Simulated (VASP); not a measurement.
# GaSe2 (Fd-3m) in VASP: single point with PBE

Aim: the single point of GaSe2 with PBE.

Everything below comes from runs of VASP 6.6.1. Logs are shortened: lines on timing, memory, paths and dates and some standing lists are left out, and cuts for length are marked.

### 1 The cell of the first run

Symmetry: Fd-3m, No. 227, cubic system. Conventional cell: a = 8.309 Å, b = 8.309 Å, c = 8.309 Å, α = 90.00°, β = 90.00°, γ = 90.00°. Within 4.5 Å of Ga (site symmetry -43m) lie 12 Se at 3.44 Å and 4 Ga at 3.60 Å. Se (site symmetry -3m) has 6 Se at 2.94 Å and 6 Ga at 3.44 Å within 3.9 Å.

### 2 Single point, PBE

The input, POSCAR:

```
GaSe2
1.0
    0.0000000000      4.1547279218      4.1547279218
    4.1547279218      0.0000000000      4.1547279218
    4.1547279218      4.1547279218      0.0000000000
Ga Se
2 4
Direct
    0.5000000000      0.5000000000      0.5000000000
    0.7500000000      0.7500000000      0.7500000000
    0.1250000000      0.1250000000      0.1250000000
    0.6250000000      0.1250000000      0.1250000000
    0.1250000000      0.6250000000      0.1250000000
    0.1250000000      0.1250000000      0.6250000000
```

The input, INCAR.step1:

```
SYSTEM = GaSe2
PREC = Accurate ; ENCUT = 520
EDIFF = 1E-6 ; ISMEAR = 0
SIGMA = 0.1 ; LREAL = .False.
LASPH = .True. ; NELM = 60
ALGO = Normal ; ISIF = 2
LWAVE = .False. ; LCHARG = .True.
GGA = PE ; NBANDS = 34
```

The input, KPOINTS.step1:

```
Automatic mesh
0
Gamma
  8 8 8
  0 0 0
```

The input, INCAR.step2:

```
SYSTEM = GaSe2
PREC = Accurate ; ENCUT = 520
EDIFF = 1E-6 ; ISMEAR = -5
SIGMA = 0.1 ; LREAL = .False.
LASPH = .True. ; NELM = 60
ALGO = Normal ; ISIF = 2
LWAVE = .False. ; LCHARG = .False.
GGA = PE ; LORBIT = 11
NBANDS = 34 ; NEDOS = 2001
ICHARG = 11
```

The input, KPOINTS.step2:

```
Automatic mesh
0
Gamma
  12 12 12
  0 0 0
```

Potentials or basis: VASP PAW PBE potentials, release 64 (Ga_d, Se).

Launch:

```sh
cat potpaw_PBE.64/Ga_d/POTCAR potpaw_PBE.64/Se/POTCAR > POTCAR
cp INCAR.step1 INCAR
cp KPOINTS.step1 KPOINTS
mpirun -np 1 vasp_std > vasp.out
cp INCAR.step2 INCAR
cp KPOINTS.step2 KPOINTS
mpirun -np 1 vasp_std > vasp.out
```

OUTCAR:

```text
SYSTEM = GaSe2
   PREC = Accurate
   ENCUT = 520
   EDIFF = 1E-6
   ISMEAR = -5
   LREAL = .False.
   LASPH = .True.
   NELM = 60
   ISIF = 2
   GGA = PE
   LORBIT = 11
   ICHARG = 11

 ion  position               nearest neighbor table
   1  0.500  0.500  0.500-
   2  0.750  0.750  0.750-
   3  0.125  0.125  0.125-
   4  0.625  0.125  0.125-
   5  0.125  0.625  0.125-
   6  0.125  0.125  0.625-

  LATTYP: Found a face centered cubic cell.
 ALAT       =     8.3094558436

  Lattice vectors:

 A1 = (   0.0000000000,   4.1547279218,   4.1547279218)
 A2 = (   4.1547279218,   0.0000000000,   4.1547279218)
 A3 = (   4.1547279218,   4.1547279218,   0.0000000000)

Analysis of symmetry for initial positions (statically):
=====================================================================
 Subroutine PRICEL returns:
 Original cell was already a primitive cell.

 Routine SETGRP: Setting up the symmetry group for a
 face centered cubic supercell.

 Subroutine GETGRP returns: Found 48 space group operations
 (whereof 24 operations were pure point group operations)
 out of a pool of 48 trial point group operations.

The static configuration has the point symmetry T_d .
 The point group associated with its full space group is O_h .

Analysis of symmetry for dynamics (positions and initial velocities):
=====================================================================
 Subroutine PRICEL returns:
 Original cell was already a primitive cell.

 Routine SETGRP: Setting up the symmetry group for a
 face centered cubic supercell.

 Subroutine GETGRP returns: Found 48 space group operations
 (whereof 24 operations were pure point group operations)
 out of a pool of 48 trial point group operations.

The dynamic configuration has the point symmetry T_d .
 The point group associated with its full space group is O_h .

 Subroutine INISYM returns: Found 48 space group operations
 (whereof 24 operations are pure point group operations),
 and found     1 'primitive' translations

----------------------------------------------------------------------------------------

                                     Primitive cell

  volume of cell :     143.4359

  direct lattice vectors                    reciprocal lattice vectors
     0.000000000  4.154727922  4.154727922    -0.120344824  0.120344824  0.120344824
     4.154727922  0.000000000  4.154727922     0.120344824 -0.120344824  0.120344824
     4.154727922  4.154727922  0.000000000     0.120344824  0.120344824 -0.120344824

  length of vectors
     5.875672575  5.875672575  5.875672575     0.208443349  0.208443349  0.208443349

  position of ions in fractional coordinates (direct lattice)
     0.500000000  0.500000000  0.500000000
     0.750000000  0.750000000  0.750000000
     0.125000000  0.125000000  0.125000000
     0.625000000  0.125000000  0.125000000
     0.125000000  0.625000000  0.125000000
     0.125000000  0.125000000  0.625000000

  ion indices of the primitive-cell ions
   primitive index   ion index
                 1           1
                 2           2
                 3           3
                 4           4
                 5           5
                 6           6

----------------------------------------------------------------------------------------

 KPOINTS: Automatic mesh

Automatic generation of k-mesh.
 Grid dimensions read from file:
 generate k-points for:   12   12   12

 Generating k-lattice:

  Cartesian coordinates                     Fractional coordinates (reciprocal lattice)
    -0.010028735  0.010028735  0.010028735     0.083333333  0.000000000  0.000000000
     0.010028735 -0.010028735  0.010028735     0.000000000  0.083333333  0.000000000
     0.010028735  0.010028735 -0.010028735     0.000000000  0.000000000  0.083333333

  Length of vectors
     0.017370279  0.017370279  0.017370279

  Shift w.r.t. Gamma in fractional coordinates (k-lattice)
     0.000000000  0.000000000  0.000000000

 TETIRR: Found    247 inequivalent tetrahedra from    10368

 Subroutine IBZKPT returns following result:
 ===========================================

 Found     72 irreducible k-points:

 Following reciprocal coordinates:
            Coordinates               Weight
  0.000000  0.000000  0.000000      1.000000
  0.083333  0.000000  0.000000      8.000000
  0.166667  0.000000  0.000000      8.000000
  0.250000  0.000000  0.000000      8.000000
  0.333333  0.000000  0.000000      8.000000
  0.416667  0.000000  0.000000      8.000000
[... 16 lines left out ...]
  0.500000  0.166667  0.000000     24.000000
 -0.416667  0.166667  0.000000     24.000000
 [... further k-points ...]
   k-points           NKPTS =     72   k-points in BZ     NKDIM =     72   number of bands    NBANDS=     34
   number of dos      NEDOS =   2001   number of ions     NIONS =      6
   total plane-waves  NPLWV = 110592
   dimension x,y,z NGX =    48 NGY =   48 NGZ =   48
   dimension x,y,z NGXF=    96 NGYF=   96 NGZF=   96
   ions per type =               2   4
   NGX,Y,Z   is equivalent  to a cutoff of  13.58, 13.58, 13.58 a.u.
   NGXF,Y,Z  is equivalent  to a cutoff of  27.16, 27.16, 27.16 a.u.
 SYSTEM =  GaSe2
   PREC   = accura    normal or accurate (medium, high low for compatibility)
   ISTART =      0    job   : 0-new  1-cont  2-samecut
   ICHARG =     11    charge: 1-file 2-atom 10-const
   ISPIN  =      1    spin polarized calculation?
   LNONCOLLINEAR =      F non collinear calculations
   LSORBIT =      F    spin-orbit coupling
   LASPH  =      T    aspherical Exc in radial PAW
   ENCUT  =  520.0 eV  38.22 Ry    6.18 a.u.  10.92 10.92 10.92*2*pi/ulx,y,z
   NELM   =     60;   NELMIN=  2; NELMDL=  0     # of ELM steps
   EDIFF  = 0.1E-05   stopping-criterion for ELM
   LREAL  =      F    real-space projection
[... 7 lines left out ...]
   TEBEG  =    0.0;   TEEND  =   0.0 temperature during run
   PSTRESS=    0.0 pullay stress
   NELECT =      50.0000    total number of electrons
   NUPDOWN=      -1.0000    fix difference up-down
   EMIN   =  10.00;   EMAX   =-10.00  energy-range for DOS
   EFERMI =   0.00;   METHOD = LEGACY
   ISMEAR =    -5;   SIGMA  =   0.10  broadening in eV -4-tet -1-fermi 0-gaus
   EFERMI_NEDOS =   21; number of points for ismear=-14 and -15
   IALGO  =     38    algorithm
   IMIX   =      4    mixing-type and parameters
     AMIX     =   0.40;   BMIX     =  1.00
     AMIX_MAG =   1.60;   BMIX_MAG =  1.00
  volume/ion in A,a.u.               =      23.91       161.33
  Fermi-wavevector in a.u.,A,eV,Ry     =   1.152159  2.177264 18.061316  1.327469
  Thomas-Fermi vector in A             =   2.288811
   LORBIT       =     11    0 simple, 1 ext, 2 COOP (PROOUT), +10 PAW based schemes
   GGA     = PE    functional components
   LHFCALC =     F    Hartree Fock is set to
   AEXX    =    0.0000 exact exchange contribution
   IVDW    =     0    specifies the selected vdW correction
   LEPSILON=     F    determine dielectric tensor
   LRPA    =     F    only Hartree local field effects (RPA)
 non-spin polarized calculation
 Fermi weights with tetrahedron method with Bloechl corrections
  energy-cutoff  :      520.00
  volume of cell :      143.44
 maximum number of plane-waves:      3895
 NGX is ok and might be reduce to    48

 number of electron      49.9999986 magnetization

 Free energy of the ion-electron system (eV)
  ---------------------------------------------------
  ext. energy  EPLUGINS =         0.00000000
  ---------------------------------------------------
  free energy    TOTEN  =       -18.20354823 eV

  energy without entropy =      -18.20354823  energy(sigma->0) =      -18.20354823

 E-fermi :   4.2521     XC(G=0):  -9.7549

 val. band max:        4.2496383731   @ k =   0.4167   0.1667   0.0000
 cond. band min:       4.1947533139   @ k =   0.0000   0.0000   0.0000
 fundamental gap:     -0.0548850592
 Fermi energy:         4.2521434336

 k-point     1 :       0.0000    0.0000    0.0000
  band No.  band energies     occupation
      1     -11.0902      2.00000
      2     -11.0379      2.00000
      3     -11.0379      2.00000
      4     -11.0379      2.00000
      5     -11.0332      2.00000
      6     -11.0332      2.00000
[... 26 lines left out ...]
     33       9.7108      0.00000
     34       9.7119      0.00000

 k-point     2 :       0.0833    0.0000    0.0000
  band No.  band energies     occupation
      1     -11.0673      2.00000
      2     -11.0386      2.00000
      3     -11.0386      2.00000
      4     -11.0370      2.00000
      5     -11.0324      2.00000
      6     -11.0324      2.00000
[... 26 lines left out ...]
     33       9.6447      0.00000
     34       9.6453      0.00000

 k-point     3 :       0.1667    0.0000    0.0000
  band No.  band energies     occupation
      1     -11.0439      2.00000
      2     -11.0395      2.00000
      3     -11.0395      2.00000
      4     -11.0311      2.00000
      5     -11.0311      2.00000
      6     -11.0239      2.00000
[... 26 lines left out ...]
     33       9.4705      0.00000
     34       9.4711      0.00000
[... 704 lines left out ...]
 k-point    23 :       0.5000    0.1667    0.0000
  band No.  band energies     occupation
      1     -11.0499      2.00000
      2     -11.0391      2.00000
      3     -11.0385      2.00000
      4     -11.0296      2.00000
      5     -11.0281      2.00000
      6     -11.0198      2.00000
[... 26 lines left out ...]
     33       8.3104      0.00000
     34       8.5511      0.00000

 k-point    24 :      -0.4167    0.1667    0.0000
  band No.  band energies     occupation
      1     -11.0505      2.00000
      2     -11.0403      2.00000
      3     -11.0357      2.00000
      4     -11.0302      2.00000
      5     -11.0287      2.00000
      6     -11.0174      2.00000
[... 26 lines left out ...]
     33       8.3203      0.00000
     34       8.5647      0.00000

 [... further k-points ...]

------------------------ aborting loop because EDIFF is reached ----------------------------------------

  FORCE on cell =-STRESS in cart. coord.  units (eV):
  Direction    XX          YY          ZZ          XY          YZ          ZX
  --------------------------------------------------------------------------------------
  -------------------------------------------------------------------------------------
  Total       -0.1160349     -0.1160349     -0.1160349      0.0000000     -0.0000000      0.0000000
  in kB       -1.2961091     -1.2961091     -1.2961091      0.0000000     -0.0000000      0.0000000
  external PRESSURE =      -1.2961091 kB  Pullay stress =       0.0000000 kB

 VOLUME and BASIS-vectors are now :
 -----------------------------------------------------------------------------
  energy-cutoff  :      520.00
  volume of cell :      143.44
      direct lattice vectors                 reciprocal lattice vectors
     0.000000000  4.154727922  4.154727922    -0.120344824  0.120344824  0.120344824
     4.154727922  0.000000000  4.154727922     0.120344824 -0.120344824  0.120344824
     4.154727922  4.154727922  0.000000000     0.120344824  0.120344824 -0.120344824

 POSITION                                       TOTAL-FORCE (eV/Angst)
 -----------------------------------------------------------------------------------
      4.15473      4.15473      4.15473        -0.000000      0.000000      0.000000
      6.23209      6.23209      6.23209         0.000000     -0.000000     -0.000000
      1.03868      1.03868      1.03868         0.000000     -0.000000     -0.000000
      1.03868      3.11605      3.11605         0.000000      0.000000     -0.000000
      3.11605      1.03868      3.11605         0.000000     -0.000000     -0.000000
      3.11605      3.11605      1.03868         0.000000      0.000000     -0.000000
 -----------------------------------------------------------------------------------
    total drift:                               -0.000000     -0.000000      0.000000

  FREE ENERGIE OF THE ION-ELECTRON SYSTEM (eV)
  ---------------------------------------------------
  free  energy   TOTEN  =       -18.2035482300 eV

  energy  without entropy=      -18.2035482300  energy(sigma->0) =      -18.20354823

 total charge

# of ion       s       p       d       tot
------------------------------------------
    1        1.226   0.185   9.934  11.345
    2        1.226   0.185   9.934  11.345
    3        1.534   2.092   0.042   3.668
    4        1.534   2.092   0.042   3.668
    5        1.534   2.092   0.042   3.668
    6        1.534   2.092   0.042   3.668
--------------------------------------------------
tot          8.588   8.738  20.037  37.363
```

It took 3.6 min on 1 thread of Intel Xeon 6975P-C (Granite Rapids), shared host; peak memory 0.48 GiB.

Results:

| Item | Value |
| --- | --- |
| Valence electrons inside the program's atomic spheres | Ga 11.35; Se 3.67 |

Caveat: tetrahedron occupations give inexact forces and stress in metals.
